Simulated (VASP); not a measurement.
Here is a VASP 6.6.1 calculation.

The input POSCAR:

```
MgO
1.0
    0.0000000000      2.1128727010      2.1128727010
    2.1128727010      0.0000000000      2.1128727010
    2.1128727010      2.1128727010      0.0000000000
Mg O
1 1
Direct
    0.0000000000      0.0000000000      0.0000000000
    0.5000000000      0.5000000000      0.5000000000
```

File INCAR.step1:

```
ALGO = Normal ; EDIFF = 1E-4
ENCUT = 520 ; GGA = PE
ISMEAR = -1 ; LASPH = T
LCHARG = F ; LREAL = F
LWAVE = T ; NBANDS = 11
NELM = 100 ; PREC = Accurate
SIGMA = 0.1
```

File INCAR.step2:

```
ALGO = Normal ; EDIFF = 1E-7
ENCUT = 520 ; ISIF = 2
ISMEAR = -1 ; ISTART = 1
LASPH = T ; LCHARG = F
LMIXTAU = T ; LREAL = F
LWAVE = F ; METAGGA = R2SCAN
NBANDS = 11 ; NELM = 100
PREC = Accurate ; SIGMA = 0.1
```

Contents of KPOINTS:

```
k-points
0
Gamma
  14 14 14
```

Potentials or basis: VASP PAW PBE potentials, release 64 (Mg, O).

Run with:

```bash
$ cat potpaw_PBE.64/Mg/POTCAR potpaw_PBE.64/O/POTCAR > POTCAR
$ cp INCAR.step1 INCAR
$ mpirun -np 1 vasp_std > vasp.out
$ cp INCAR.step2 INCAR
$ mpirun -np 1 vasp_std > vasp.out
```

What does it give for the band gap on the k mesh?

5.51 eV.

What does it give for the pressure?

-3.6 GPa.

Caveat: the cell stands under tension; the PAW data sets were made with another functional, which shifts forces and pressure a little. A k mesh can miss the band edges.
